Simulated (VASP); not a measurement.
Ta:

```
Ta
1.0
    -1.69168    1.69168    1.69168
     1.69168   -1.69168    1.69168
     1.69168    1.69168   -1.69168
Ta
1
Direct
  0.00000 0.00000 0.00000
```

Base run:

| Property | Result |
| --- | --- |
| Program | VASP 6.6.1 |
| Functional | r2SCAN |
| Potentials or basis | VASP PAW PBE potentials, release 64 (Ta_pv) |
| Cutoff | 520 eV |
| k mesh | 14 × 14 × 14 |
| Occupations | fermi-dirac, width 0.1 eV |
| Spin | no spin polarisation |

Its results: pressure -12.0 GPa.

The run is repeated on the same cell with these changes: k mesh from 14 × 14 × 14 to 7 × 7 × 7. What comes out?

Pressure -12.7 GPa.

Caveats: some runs use coarse meshes; the PAW data sets were made with another functional, which shifts forces and pressure a little.
